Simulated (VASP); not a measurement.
# SnSe in VASP: single point with r2SCAN

Aim: the single point of SnSe with r2SCAN.

Program: VASP 6.6.1. These are calculated values, not measurements. Logs are shortened: lines on timing, memory, paths and dates and some standing lists are left out, and cuts for length are marked.

### 1 The cell of the first run

The cell holds a slab with vacuum, 4 atoms: a = 4.285 Å, b = 4.285 Å, c = 10.991 Å, α = 90.00°, β = 90.00°, γ = 90.00°.

### 2 Single point, r2SCAN

The input, POSCAR:

```
SnSe
1.0
   -4.2853274191      0.0000000000      0.0000000000
    0.0000000000     -4.2853274191      0.0000000000
    0.0000000000      0.0000000000     10.9906921300
Sn Se
2 2
Direct
    0.5000000000      0.0000000000      0.3722291100
    0.0000000000      0.5000000000      0.6277708900
    0.5000000000      0.0000000000      0.6160394900
    0.0000000000      0.5000000000      0.3839605100
```

The input, INCAR.step1:

```
PREC = Accurate
ENCUT = 520
ISMEAR = 0
SIGMA = 0.05
LREAL = False
LASPH = True
NELM = 60
NBANDS = 28
GGA = PE
ALGO = Normal
EDIFF = 1E-4
LWAVE = True
LCHARG = False
```

The input, INCAR.step2:

```
PREC = Accurate
ENCUT = 520
EDIFF = 1E-6
ISMEAR = 0
SIGMA = 0.05
LREAL = False
LASPH = True
NELM = 60
ALGO = Normal
ISIF = 2
LWAVE = False
LCHARG = False
METAGGA = R2SCAN
LMIXTAU = True
NBANDS = 28
ISTART = 1
```

The input, KPOINTS:

```
regular mesh
0
Gamma
  6 6 3
```

Potentials or basis: VASP PAW PBE potentials, release 64 (Sn_d, Se).

The run is started by

```bash
cat potpaw_PBE.64/Sn_d/POTCAR potpaw_PBE.64/Se/POTCAR > POTCAR
cp INCAR.step1 INCAR
mpirun -np 1 vasp_std > vasp.out
cp INCAR.step2 INCAR
mpirun -np 1 vasp_std > vasp.out
```

OUTCAR:

```text
PREC = Accurate
   ENCUT = 520
   EDIFF = 1E-6
   ISMEAR = 0
   LREAL = False
   LASPH = True
   NELM = 60
   ISIF = 2
   METAGGA = R2SCAN
   ISTART = 1

 ion  position               nearest neighbor table
   1  0.500  0.000  0.372-   3 2.68   4 3.03   4 3.03   4 3.03   4 3.03
   2  0.000  0.500  0.628-   4 2.68   3 3.03   3 3.03   3 3.03   3 3.03
   3  0.500  0.000  0.616-   1 2.68   2 3.03   2 3.03   2 3.03   2 3.03
   4  0.000  0.500  0.384-   2 2.68   1 3.03   1 3.03   1 3.03   1 3.03

  LATTYP: Found a simple tetragonal cell.
 ALAT       =     4.2853274191
 C/A-ratio  =     2.5647263453

  Lattice vectors:

 A1 = (  -4.2853274191,   0.0000000000,   0.0000000000)
 A2 = (   0.0000000000,  -4.2853274191,   0.0000000000)
 A3 = (   0.0000000000,   0.0000000000,  10.9906921300)

Analysis of symmetry for initial positions (statically):
=====================================================================
 Subroutine PRICEL returns:
 Original cell was already a primitive cell.

 Routine SETGRP: Setting up the symmetry group for a
 simple tetragonal supercell.

 Subroutine GETGRP returns: Found 16 space group operations
 (whereof  8 operations were pure point group operations)
 out of a pool of 16 trial point group operations.

The static configuration has the point symmetry D_2d.
 The point group associated with its full space group is D_4h.

Analysis of symmetry for dynamics (positions and initial velocities):
=====================================================================
 Subroutine PRICEL returns:
 Original cell was already a primitive cell.

 Routine SETGRP: Setting up the symmetry group for a
 simple tetragonal supercell.

 Subroutine GETGRP returns: Found 16 space group operations
 (whereof  8 operations were pure point group operations)
 out of a pool of 16 trial point group operations.

The dynamic configuration has the point symmetry D_2d.
 The point group associated with its full space group is D_4h.

 Subroutine INISYM returns: Found 16 space group operations
 (whereof  8 operations are pure point group operations),
 and found     1 'primitive' translations

----------------------------------------------------------------------------------------

                                     Primitive cell

  volume of cell :     201.8334

  direct lattice vectors                    reciprocal lattice vectors
    -4.285327419  0.000000000  0.000000000    -0.233354398  0.000000000  0.000000000
     0.000000000 -4.285327419  0.000000000     0.000000000 -0.233354398  0.000000000
     0.000000000  0.000000000 10.990692130     0.000000000  0.000000000  0.090986081

  length of vectors
     4.285327419  4.285327419 10.990692130     0.233354398  0.233354398  0.090986081

  position of ions in fractional coordinates (direct lattice)
     0.500000000  0.000000000  0.372229110
     0.000000000  0.500000000  0.627770890
     0.500000000  0.000000000  0.616039490
     0.000000000  0.500000000  0.383960510

  ion indices of the primitive-cell ions
   primitive index   ion index
                 1           1
                 2           2
                 3           3
                 4           4

----------------------------------------------------------------------------------------

 KPOINTS: regular mesh

Automatic generation of k-mesh.
 Grid dimensions read from file:
 generate k-points for:    6    6    3

 Generating k-lattice:

  Cartesian coordinates                     Fractional coordinates (reciprocal lattice)
    -0.038892400  0.000000000  0.000000000     0.166666667  0.000000000  0.000000000
     0.000000000 -0.038892400  0.000000000     0.000000000  0.166666667  0.000000000
     0.000000000  0.000000000  0.030328694     0.000000000  0.000000000  0.333333333

  Length of vectors
     0.038892400  0.038892400  0.030328694

  Shift w.r.t. Gamma in fractional coordinates (k-lattice)
     0.000000000  0.000000000  0.000000000

 Subroutine IBZKPT returns following result:
 ===========================================

 Found     20 irreducible k-points:

 Following reciprocal coordinates:
            Coordinates               Weight
  0.000000  0.000000  0.000000      1.000000
  0.166667  0.000000  0.000000      4.000000
  0.333333  0.000000  0.000000      4.000000
  0.500000  0.000000  0.000000      2.000000
  0.166667  0.166667  0.000000      4.000000
  0.333333  0.166667  0.000000      8.000000
[... 12 lines left out ...]
  0.500000  0.333333  0.333333      8.000000
  0.500000  0.500000  0.333333      2.000000
   k-points           NKPTS =     20   k-points in BZ     NKDIM =     20   number of bands    NBANDS=     28
   number of dos      NEDOS =    301   number of ions     NIONS =      4
   total plane-waves  NPLWV =  86016
   dimension x,y,z NGX =    32 NGY =   32 NGZ =   84
   dimension x,y,z NGXF=    64 NGYF=   64 NGZF=  168
   ions per type =               2   2
   NGX,Y,Z   is equivalent  to a cutoff of  12.41, 12.41, 12.71 a.u.
   NGXF,Y,Z  is equivalent  to a cutoff of  24.83, 24.83, 25.41 a.u.
 SYSTEM =  unknown system
   PREC   = accura    normal or accurate (medium, high low for compatibility)
   ISTART =      1    job   : 0-new  1-cont  2-samecut
   ICHARG =      0    charge: 1-file 2-atom 10-const
   ISPIN  =      1    spin polarized calculation?
   LNONCOLLINEAR =      F non collinear calculations
   LSORBIT =      F    spin-orbit coupling
   LASPH  =      T    aspherical Exc in radial PAW
   ENCUT  =  520.0 eV  38.22 Ry    6.18 a.u.   7.97  7.97 20.44*2*pi/ulx,y,z
   NELM   =     60;   NELMIN=  2; NELMDL=  0     # of ELM steps
   EDIFF  = 0.1E-05   stopping-criterion for ELM
   LREAL  =      F    real-space projection
   EDIFFG = 0.1E-04   stopping-criterion for IOM
   NSW    =      0    number of steps for IOM
   IBRION =     -1    ionic relax: 0-MD 1-quasi-New 2-CG
   NFREE  =      0    steps in history (QN), initial steepest desc. (CG)
   ISIF   =      2    stress and relaxation
   ISYM   =      2    0-nonsym 1-usesym 2-fastsym
   POTIM  = 0.5000    time-step for ionic-motion
   TEBEG  =    0.0;   TEEND  =   0.0 temperature during run
   PSTRESS=    0.0 pullay stress
   NELECT =      40.0000    total number of electrons
   NUPDOWN=      -1.0000    fix difference up-down
   EMIN   =  10.00;   EMAX   =-10.00  energy-range for DOS
   EFERMI =   0.00;   METHOD = LEGACY
   ISMEAR =     0;   SIGMA  =   0.05  broadening in eV -4-tet -1-fermi 0-gaus
   EFERMI_NEDOS =   21; number of points for ismear=-14 and -15
   IALGO  =     38    algorithm
   IMIX   =      4    mixing-type and parameters
     AMIX     =   0.40;   BMIX     =  1.00
     AMIX_MAG =   1.60;   BMIX_MAG =  1.00
  volume/ion in A,a.u.               =      50.46       340.51
  Fermi-wavevector in a.u.,A,eV,Ry     =   0.954473  1.803693 12.395171  0.911019
  Thomas-Fermi vector in A             =   2.083223
   LORBIT       =      0    0 simple, 1 ext, 2 COOP (PROOUT), +10 PAW based schemes
   METAGGA = R2SCAN    functional components
   LHFCALC =     F    Hartree Fock is set to
   AEXX    =    0.0000 exact exchange contribution
   IVDW    =     0    specifies the selected vdW correction
   LEPSILON=     F    determine dielectric tensor
   LRPA    =     F    only Hartree local field effects (RPA)
 non-spin polarized calculation
 Gauss-broadening in eV      SIGMA  =   0.05
  energy-cutoff  :      520.00
  volume of cell :      201.83
 maximum number of plane-waves:      5480
 NGX is ok and might be reduce to    32
   NGX = 15   NGY = 15   NGZ = 41

 number of electron      40.0000021 magnetization

 Free energy of the ion-electron system (eV)
  ---------------------------------------------------
  ext. energy  EPLUGINS =         0.00000000
  ---------------------------------------------------
  free energy    TOTEN  =       -79.57216619 eV

  energy without entropy =      -79.57216619  energy(sigma->0) =      -79.57216619

 E-fermi :   0.7136     XC(G=0):  -6.2084

 val. band max:        0.4564373319   @ k =   0.3333   0.0000   0.3333
 cond. band min:       2.2291506233   @ k =   0.3333   0.0000   0.3333
 fundamental gap:      1.7727132914
 Fermi energy:         0.7135635544

 k-point     1 :       0.0000    0.0000    0.0000
  band No.  band energies     occupation
      1     -21.3182      2.00000
      2     -21.3137      2.00000
      3     -21.3128      2.00000
      4     -21.3066      2.00000
      5     -21.2927      2.00000
      6     -21.2606      2.00000
[... 20 lines left out ...]
     27       6.6224      0.00000
     28       6.6224      0.00000

 k-point     2 :       0.1667    0.0000    0.0000
  band No.  band energies     occupation
      1     -21.3156      2.00000
      2     -21.3154      2.00000
      3     -21.3109      2.00000
      4     -21.3093      2.00000
      5     -21.2888      2.00000
      6     -21.2611      2.00000
[... 20 lines left out ...]
     27       6.2152      0.00000
     28       6.2252      0.00000

 k-point     3 :       0.3333    0.0000    0.0000
  band No.  band energies     occupation
      1     -21.3184      2.00000
      2     -21.3150      2.00000
      3     -21.3106      2.00000
      4     -21.3077      2.00000
      5     -21.2790      2.00000
      6     -21.2633      2.00000
[... 20 lines left out ...]
     27       5.8779      0.00000
     28       7.5078      0.00000

 k-point     4 :       0.5000    0.0000    0.0000
  band No.  band energies     occupation
      1     -21.3188      2.00000
      2     -21.3188      2.00000
      3     -21.3072      2.00000
      4     -21.3072      2.00000
      5     -21.2693      2.00000
      6     -21.2693      2.00000
[... 454 lines left out ...]
     27       6.8547      0.00000
     28       6.8572      0.00000

 k-point    19 :       0.5000    0.3333    0.3333
  band No.  band energies     occupation
      1     -21.3328      2.00000
      2     -21.3328      2.00000
      3     -21.2988      2.00000
      4     -21.2988      2.00000
      5     -21.2633      2.00000
      6     -21.2633      2.00000
[... 20 lines left out ...]
     27       6.6256      0.00000
     28       6.6256      0.00000

 k-point    20 :       0.5000    0.5000    0.3333
  band No.  band energies     occupation
      1     -21.3372      2.00000
      2     -21.3372      2.00000
      3     -21.2963      2.00000
      4     -21.2963      2.00000
      5     -21.2608      2.00000
      6     -21.2608      2.00000
[... 20 lines left out ...]
     27       7.4433      0.00000
     28       7.4433      0.00000

------------------------ aborting loop because EDIFF is reached ----------------------------------------

  FORCE on cell =-STRESS in cart. coord.  units (eV):
  Direction    XX          YY          ZZ          XY          YZ          ZX
  --------------------------------------------------------------------------------------
  -------------------------------------------------------------------------------------
  Total        0.0342799      0.0342799      0.0047375      0.0000000      0.0000000      0.0000000
  in kB        0.2721178      0.2721178      0.0376066      0.0000000      0.0000000      0.0000000
  external PRESSURE =       0.1939474 kB  Pullay stress =       0.0000000 kB

 VOLUME and BASIS-vectors are now :
 -----------------------------------------------------------------------------
  energy-cutoff  :      520.00
  volume of cell :      201.83
      direct lattice vectors                 reciprocal lattice vectors
    -4.285327419  0.000000000  0.000000000    -0.233354398  0.000000000  0.000000000
     0.000000000 -4.285327419  0.000000000     0.000000000 -0.233354398  0.000000000
     0.000000000  0.000000000 10.990692130     0.000000000  0.000000000  0.090986081

 POSITION                                       TOTAL-FORCE (eV/Angst)
 -----------------------------------------------------------------------------------
     -2.14266      0.00000      4.09106        -0.000000      0.000000     -0.016409
      0.00000     -2.14266      6.89964        -0.000000      0.000000      0.016409
     -2.14266      0.00000      6.77070        -0.000000      0.000000     -0.000203
      0.00000     -2.14266      4.21999         0.000000      0.000000      0.000203
 -----------------------------------------------------------------------------------
    total drift:                               -0.000000     -0.000000      0.000000

  FREE ENERGIE OF THE ION-ELECTRON SYSTEM (eV)
  ---------------------------------------------------
  free  energy   TOTEN  =       -79.5721661931 eV

  energy  without entropy=      -79.5721661931  energy(sigma->0) =      -79.57216619
```

Wall time 4.4 min (1 thread of Intel Xeon Platinum 8488C (Sapphire Rapids), shared host); peak memory 0.36 GiB.

What came out:

```yaml
Free_energy: -79.5722 eV
Largest_force: 0.016 eV/Å
Band_gap_on_the_k_mesh: 1.77 eV, direct
```

Forces in eV/Å, atoms in the order of the input:
```
Sn   0.000  0.000 -0.016
Sn   0.000  0.000  0.016
Se   0.000  0.000  0.000
Se   0.000  0.000  0.000
```

Levels at points of the mesh, in eV from the valence-band top:
| k point | band 18 | band 19 | band 20 | band 21 | band 22 | band 23 |
| --- | --- | --- | --- | --- | --- | --- |
| (0.00, 0.00, 0.00) | -1.81 | -1.81 | -0.30 | 1.91 | 4.19 | 4.23 |
| (0.50, 0.00, 0.00) | -1.63 | -0.14 | -0.14 | 1.84 | 1.84 | 2.32 |
| (0.50, 0.50, 0.00) | -3.32 | -1.77 | -1.77 | 4.02 | 4.02 | 5.18 |

Caveat: the PAW data sets were made with another functional, which shifts forces and pressure a little; spin-orbit coupling is left out, which moves the levels of the heavy elements.
